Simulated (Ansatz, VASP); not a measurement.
Two plane-wave programs on AlB2N3

```
Al B N
1.0
     4.75516    0.00000    0.00000
    -2.37758    4.11809    0.00000
     0.00000    0.00000    7.01193
Al B N
2 4 6
Direct
  0.33333 0.66667 0.00000
  0.66667 0.33333 0.00000
  0.00000 0.00000 0.00000
  0.66823 0.66823 0.50000
  0.33177 0.00000 0.50000
  0.00000 0.33177 0.50000
  0.33333 0.66667 0.50000
  0.00000 0.00000 0.50000
  0.66667 0.33333 0.50000
  0.70820 0.70820 0.00000
  0.29180 0.00000 0.00000
  0.00000 0.29180 0.00000
```

Alike in both runs: functional PBE; k mesh 6 × 6 × 4; occupations gaussian, width 0.02 eV; no spin polarisation.

Ansatz relaxed the structure, and its values are those at the end. VASP's run is a single point on that final structure, the one shown.

```csv
,VASP,Ansatz
version,VASP 6.6.1,Ansatz 0.2.0
potentials or method,"VASP PAW PBE potentials, release 64 (Al, B, N), cutoff 520 eV","scalar-relativistic, plane waves, PAW"
valence electrons in the cell,48,48
```

Ansatz gave:

```
gap on the k mesh at the Fermi level (eV) : 3.11
least direct gap on the mesh (eV)         : 3.11
pressure (GPa)                            : 0.0
rms of the force components (eV/Å)        : 0.001
```

Question: What did VASP give for the same quantities?

Answer: gap on the k mesh at the Fermi level (eV): 3.10; least direct gap on the mesh (eV): 3.10; pressure (GPa): 0.1; rms of the force components (eV/Å): 0.006.

With one functional, cell and mesh, what is left measures potentials, basis and numerics.
